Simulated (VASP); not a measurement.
# Al2BC3 (P4/mmm) in VASP: a series of runs, part 2 of 2

VASP 6.6.1. Earlier steps stand in the parts before.

## 4. Single point, PBE, collinear spin, ferromagnetic start

File INCAR:

```
PREC = Accurate ; ENCUT = 520
EDIFF = 1E-6 ; ISMEAR = 0
SIGMA = 0.1 ; LREAL = F
LASPH = T ; NELM = 150
ALGO = Normal ; ISIF = 2
LWAVE = F ; LCHARG = F
ISPIN = 2 ; MAGMOM = 0 0 0 1 1 1
LORBIT = 11 ; GGA = PE
NBANDS = 24
```

File KPOINTS:

```
regular mesh
0
Gamma
  4 4 4
```

File POSCAR:

```
Al2BC3
1.0
    4.0491962600      0.0000000000      0.0000000000
    0.0000000000      4.0491962600      0.0000000000
    0.0000000000      0.0000000000      4.5183010200
Al B C
2 1 3
Direct
    0.0000000000      0.0000000000      0.0000000000
    0.5000000000      0.5000000000      0.0000000000
    0.0000000000      0.0000000000      0.5000000000
    0.5000000000      0.0000000000      0.0000000000
    0.0000000000      0.5000000000      0.0000000000
    0.5000000000      0.5000000000      0.5000000000
```

Potentials or basis: VASP PAW PBE potentials, release 64 (Al, B, C).

On the command line:

```console
$ cat potpaw_PBE.64/Al/POTCAR potpaw_PBE.64/B/POTCAR potpaw_PBE.64/C/POTCAR > POTCAR
$ mpirun -np 1 vasp_std > vasp.out
```

OUTCAR:

```text
PREC = Accurate
   ENCUT = 520
   EDIFF = 1E-6
   ISMEAR = 0
   LREAL = F
   LASPH = T
   NELM = 150
   ISIF = 2
   ISPIN = 2
   LORBIT = 11
   GGA = PE

 ion  position               nearest neighbor table
   1  0.000  0.000  0.000-   4 2.02   5 2.02   5 2.02   4 2.02   3 2.26   3 2.26   2 2.86   2 2.86
                             2 2.86   2 2.86
   2  0.500  0.500  0.000-   4 2.02   5 2.02   4 2.02   5 2.02   6 2.26   6 2.26   1 2.86   1 2.86
                             1 2.86   1 2.86
   3  0.000  0.000  0.500-   1 2.26   1 2.26
   4  0.500  0.000  0.000-   1 2.02   2 2.02   2 2.02   1 2.02
   5  0.000  0.500  0.000-   1 2.02   2 2.02   1 2.02   2 2.02
   6  0.500  0.500  0.500-   2 2.26   2 2.26

  LATTYP: Found a simple tetragonal cell.
 ALAT       =     4.0491962600
 C/A-ratio  =     1.1158513270

  Lattice vectors:

 A1 = (   4.0491962600,   0.0000000000,   0.0000000000)
 A2 = (   0.0000000000,   4.0491962600,   0.0000000000)
 A3 = (   0.0000000000,   0.0000000000,   4.5183010200)

Analysis of symmetry for initial positions (statically):
=====================================================================
 Subroutine PRICEL returns:
 Original cell was already a primitive cell.

 Routine SETGRP: Setting up the symmetry group for a
 simple tetragonal supercell.

 Subroutine GETGRP returns: Found 16 space group operations
 (whereof 16 operations were pure point group operations)
 out of a pool of 16 trial point group operations.

The static configuration has the point symmetry D_4h.

Analysis of symmetry for dynamics (positions and initial velocities):
=====================================================================
 Subroutine PRICEL returns:
 Original cell was already a primitive cell.

 Routine SETGRP: Setting up the symmetry group for a
 simple tetragonal supercell.

 Subroutine GETGRP returns: Found 16 space group operations
 (whereof 16 operations were pure point group operations)
[... 173 lines left out ...]

 k-point     1 :       0.0000    0.0000    0.0000
  band No.  band energies     occupation
      1      -8.8471      1.00000
      2      -4.1980      1.00000
      3      -3.9789      1.00000
      4      -0.6644      1.00000
      5      -0.6644      1.00000
      6      -0.4078      1.00000
[... 439 lines left out ...]
     21      15.6520      0.00000
     22      15.6520      0.00000
 Fermi energy:         4.3297109506

 spin component 2

 k-point     1 :       0.0000    0.0000    0.0000
  band No.  band energies     occupation
      1      -8.7881      1.00000
      2      -3.9744      1.00000
      3      -3.7967      1.00000
      4      -0.5980      1.00000
      5      -0.5980      1.00000
      6      -0.3740      1.00000
[... 439 lines left out ...]
     21      15.6859      0.00000
     22      15.6859      0.00000
 [bands above 22 left out]

------------------------ aborting loop because EDIFF is reached ----------------------------------------

  FORCE on cell =-STRESS in cart. coord.  units (eV):
  Direction    XX          YY          ZZ          XY          YZ          ZX
  --------------------------------------------------------------------------------------
  -------------------------------------------------------------------------------------
  Total        1.9081965      1.9081965     -6.0048051      0.0000000     -0.0000000      0.0000000
  in kB       41.2687074     41.2687074   -129.8663640      0.0000000     -0.0000000      0.0000000
  external PRESSURE =     -15.7763164 kB  Pullay stress =       0.0000000 kB

 VOLUME and BASIS-vectors are now :
 -----------------------------------------------------------------------------
  energy-cutoff  :      520.00
  volume of cell :       74.08
      direct lattice vectors                 reciprocal lattice vectors
     4.049196260  0.000000000  0.000000000     0.246962591  0.000000000  0.000000000
     0.000000000  4.049196260  0.000000000     0.000000000  0.246962591  0.000000000
     0.000000000  0.000000000  4.518301020     0.000000000  0.000000000  0.221322129

 POSITION                                       TOTAL-FORCE (eV/Angst)
 -----------------------------------------------------------------------------------
      0.00000      0.00000      0.00000         0.000000      0.000000      0.000000
      2.02460      2.02460      0.00000         0.000000      0.000000      0.000000
      0.00000      0.00000      2.25915         0.000000      0.000000      0.000000
      2.02460      0.00000      0.00000         0.000000      0.000000      0.000000
      0.00000      2.02460      0.00000         0.000000      0.000000      0.000000
      2.02460      2.02460      2.25915         0.000000      0.000000      0.000000
 -----------------------------------------------------------------------------------
    total drift:                                0.000000     -0.000000      0.000000

  FREE ENERGIE OF THE ION-ELECTRON SYSTEM (eV)
  ---------------------------------------------------
  free  energy   TOTEN  =       -29.0703005938 eV

  energy  without entropy=      -29.0473694845  energy(sigma->0) =      -29.05883504

 total charge

# of ion       s       p       d       tot
------------------------------------------
    1        0.373   0.446   0.000   0.819
    2        0.357   0.420   0.000   0.778
    3        0.864   0.570   0.000   1.435
    4        0.951   1.381   0.000   2.331
    5        0.951   1.381   0.000   2.331
    6        1.002   1.063   0.000   2.064
--------------------------------------------------
tot          4.498   5.261   0.000   9.759

 magnetization (x)

# of ion       s       p       d       tot
------------------------------------------
    1        0.001   0.004   0.000   0.005
    2        0.000   0.005   0.000   0.005
    3        0.006   0.035   0.000   0.041
    4        0.000   0.008   0.000   0.008
    5        0.000   0.008   0.000   0.008
    6        0.008   0.171   0.000   0.179
--------------------------------------------------
tot          0.015   0.231   0.000   0.246
```

Wall time 51 s (1 thread of Intel Xeon Platinum 8488C (Sapphire Rapids), shared host); peak memory 0.22 GiB.

Results:

```
Free energy                                           : -29.0703 eV
Pressure                                              : -1.6 GPa
Net moment                                            : 0.48 μB per cell
Site moments                                          : Al +0.01; B +0.04; C +0.01, +0.18 μB
Valence electrons inside the program's atomic spheres : Al 0.82, 0.78; B 1.44; C 2.33, 2.06
```

Caveat: the k points lie up to 0.39 Å⁻¹ apart.

## 5. Single point, PBE

This run uses another cell than the first one, of 12.01 Å³/atom, 0.973 times its volume.

File INCAR:

```
PREC = Accurate
ENCUT = 520
EDIFF = 1E-6
ISMEAR = 0
SIGMA = 0.1
LREAL = False
LASPH = True
NELM = 80
ALGO = Normal
ISIF = 2
LWAVE = False
LCHARG = False
GGA = PE
NBANDS = 20
```

File KPOINTS:

```
Automatic mesh
0
Gamma
  10 10 10
```

POSCAR: that of step 4 with these lines changed.

```diff
@@ -2,5 +2,5 @@
 1.0
-    4.0491962600      0.0000000000      0.0000000000
-    0.0000000000      4.0491962600      0.0000000000
-    0.0000000000      0.0000000000      4.5183010200
+    4.1476133032      0.0000000000      0.0000000000
+    0.0000000000      4.1476133032      0.0000000000
+    0.0000000000      0.0000000000      4.1888420304
 Al B C
```

On the command line:

```console
$ cat potpaw_PBE.64/Al/POTCAR potpaw_PBE.64/B/POTCAR potpaw_PBE.64/C/POTCAR > POTCAR
$ mpirun -np 1 vasp_std > vasp.out
```

It took 61 s on 1 thread of Intel Xeon Platinum 8488C (Sapphire Rapids), shared host; peak memory 0.28 GiB.

It converged, with:

```yaml
Free_energy: -29.3944 eV
Pressure: -0.1 GPa
```

Levels at points of the mesh, in eV from the Fermi level:
```tsv
k point	band 7	band 8	band 9	band 10	band 11	band 12	band 13	band 14
(0.00, 0.00, 0.00)	-4.56	-0.82	-0.47	-0.47	0.71	0.71	1.00	3.12
(0.50, 0.00, 0.00)	-3.17	-2.71	-2.06	-1.57	0.63	1.14	1.27	1.65
(0.50, 0.50, 0.00)	-2.05	-1.52	-0.95	-0.95	-0.54	-0.54	0.62	0.64
(0.00, 0.00, 0.50)	-2.49	-1.08	-1.08	-0.82	-0.05	-0.05	0.25	1.09
(0.50, 0.00, 0.50)	-2.82	-2.77	-1.28	-0.59	-0.14	0.43	1.30	1.35
(0.50, 0.50, 0.50)	-3.65	-3.65	0.43	0.66	0.68	1.67	2.44	2.44
```

## 6. The runs side by side

```csv
task,spin,cell,k mesh,cutoff (eV),gap on the mesh (eV),pressure (GPa),moment (μB)
relaxation of cell and atoms,off,"relaxed from a = 4.049, b = 4.049, c = 4.518 Å, 6 atoms",4 × 4 × 4,600,none,0.0,-
single point,"collinear, ferromagnetic start","a = 4.159, b = 4.159, c = 4.173 Å, 6 atoms",4 × 4 × 4,520,none,0.0,0.00
single point,"collinear, ferromagnetic start","a = 4.049, b = 4.049, c = 4.518 Å, 6 atoms",4 × 4 × 4,520,none,-1.6,0.48
single point,off,"a = 4.148, b = 4.148, c = 4.189 Å, 6 atoms",10 × 10 × 10,520,none,-0.1,-
```

Alike in all rows: level PBE; potentials or basis VASP PAW PBE potentials, release 64 (Al, B, C); smearing gaussian 0.1 eV.

Caveats: some runs use coarse meshes.

Absolute energies hang on the potentials; compare differences alone.
